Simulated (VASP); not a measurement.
A run of VASP 6.6.1 is set up as follows.

POSCAR

```
SnO
1.0
    3.2317000000      0.0000000000      0.0000000000
    0.0000000000      4.3723000000      0.0000000000
    0.0000000000      0.0000000000      4.8360000000
Sn O
2 2
Direct
    0.0000000000      0.5000000000      0.2385000000
    0.5000000000      0.0000000000      0.7615000000
    0.0000000000      0.0000000000      0.0000000000
    0.5000000000      0.5000000000      0.0000000000
```

File INCAR.step1:

```
ALGO = Normal
EDIFF = 1E-4
ENCUT = 520
GGA = PE
ISMEAR = 0
LASPH = True
LCHARG = False
LREAL = False
LWAVE = True
NBANDS = 28
NELM = 100
PREC = Accurate
SIGMA = 0.03
```

Contents of INCAR.step2:

```
ALGO = Normal
EDIFF = 1E-7
ENCUT = 520
ISIF = 2
ISMEAR = 0
ISTART = 1
LASPH = True
LCHARG = True
LELF = True
LMIXTAU = True
LREAL = False
LVHAR = True
LWAVE = False
METAGGA = R2SCAN
NBANDS = 28
NELM = 100
PREC = Accurate
SIGMA = 0.03
```

File KPOINTS:

```
k-points
0
Gamma
  10 10 8
```

Potentials or basis: VASP PAW PBE potentials, release 64 (Sn_d, O).

The run is started by

```bash
$ cat potpaw_PBE.64/Sn_d/POTCAR potpaw_PBE.64/O/POTCAR > POTCAR
$ cp INCAR.step1 INCAR
$ mpirun -np 1 vasp_std > vasp.out
$ cp INCAR.step2 INCAR
$ mpirun -np 1 vasp_std > vasp.out
```

Task: Predict the largest force.

Result: 2.658 eV/Å.

Task: What does it give for the band gap on the k mesh?

Result: 0.23 eV (least direct gap 2.05 eV).

Task: What does it give for the pressure?

Result: 12.5 GPa.

Forces on the atoms (eV/Å):
```
Sn   0.000  0.000  2.222
Sn   0.000  0.000 -2.222
O    0.000  0.000  2.658
O    0.000  0.000 -2.658
```

Caveat: the cell differs from its parent crystal (strain -0.1500 x Voigt [1, -1, 0, 0, 0, 0]); the stress differs along the axes, from -2 to 28 GPa; semilocal functionals underestimate gaps, and a narrow one can read as zero; the PAW data sets were made with another functional, which shifts forces and pressure a little; spin-orbit coupling is left out, which moves the levels of the heavy elements. A k mesh can miss the band edges.
